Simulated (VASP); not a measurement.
Crystal: ZnCu.

```
Zn Cu
1.0
     1.48804   -2.12128    0.00000
     1.48804    2.12128    0.00000
     0.00000    0.00000    4.14075
Zn Cu
1 1
Cartesian
  1.4880 0.0000 2.0704
  0.0000 0.0000 0.0000
```

Base run:

- Program: VASP 6.6.1
- Functional: PBE
- Potentials or basis: VASP PAW PBE potentials, release 64 (Zn, Cu)
- Cutoff: 520 eV
- k mesh: 20 × 20 × 12
- Occupations: gaussian, width 0.15 eV
- Spin: no spin polarisation

Its results: pressure 0.7 GPa.

**Question.** The run is repeated on the same cell with these changes: k mesh from 20 × 20 × 12 to 22 × 22 × 14; further incar settings from ALGO = Normal; EDIFF = 1e-07; NBANDS = 18 to ALGO = Normal; EDIFF = 1e-06; NBANDS = 18. What comes out?

**Answer.** Pressure 1.1 GPa.
